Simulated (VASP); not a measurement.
# EuS: single point with PBE0

Crystal: EuS.

```
Eu S
1.0
     0.00000    2.97850    2.97850
     2.97850    0.00000    2.97850
     2.97850    2.97850    0.00000
Eu S
1 1
Direct
  0.00000 0.00000 0.00000
  0.50000 0.50000 0.50000
```

```
Program             : VASP 6.6.1
Task                : single point
Functional          : PBE0
Potentials or basis : VASP PAW PBE potentials, release 64 (Eu, S)
Cutoff              : 520 eV
k mesh              : 4 × 4 × 4
Occupations         : fermi-dirac, width 0.05 eV
Spin                : collinear spin, ferromagnetic start
Starting moments    : [7.0, 0.0] μB
```

| Quantity | Value |
| --- | --- |
| Pressure | -0.1 GPa |
| Band gap on the k mesh | 1.23 eV (least direct gap 1.47 eV) |
| Net moment | 7.00 μB per cell |
| Site moments | Eu +6.71; S -0.06 μB |
| Valence electrons inside the program's atomic spheres | Eu 14.89; S 3.78 |

Levels at points of the mesh, in eV from the valence-band top:
Spin up:
```csv
k point,band 13,band 14,band 15,band 16,band 17,band 18
"(0.00, 0.00, 0.00)",0.00,0.00,0.00,3.06,3.38,3.38
"(0.50, 0.00, 0.00)",-0.54,-0.51,-0.51,5.10,5.76,6.32
"(0.50, 0.50, 0.00)",-0.52,-0.24,-0.24,1.23,5.57,5.65
```
Spin down:
| k point | band 5 | band 6 | band 7 | band 8 | band 9 | band 10 | band 11 | band 12 |
| --- | --- | --- | --- | --- | --- | --- | --- | --- |
| (0.00, 0.00, 0.00) | -14.34 | -2.30 | -2.30 | -2.30 | 3.48 | 4.10 | 4.10 | 4.10 |
| (0.50, 0.00, 0.00) | -13.12 | -5.10 | -3.54 | -3.54 | 5.15 | 6.48 | 7.35 | 7.35 |
| (0.50, 0.50, 0.00) | -13.96 | -3.59 | -2.70 | -2.70 | 1.85 | 6.21 | 6.50 | 8.17 |

It took 25 min on 1 thread of Intel(R) Xeon(R) Platinum 8259CL CPU @ 2.50GHz (Skylake/Cascade Lake), on a shared host, peak memory 0.23 GiB.

Caveat: the k points lie up to 0.46 Å⁻¹ apart; the PAW data sets were made with another functional, which shifts forces and pressure a little; spin-orbit coupling is left out, which moves the levels of the heavy elements; a cell with one magnetic atom can't hold antiferromagnetic order, which such compounds often take. A k mesh can miss the band edges.
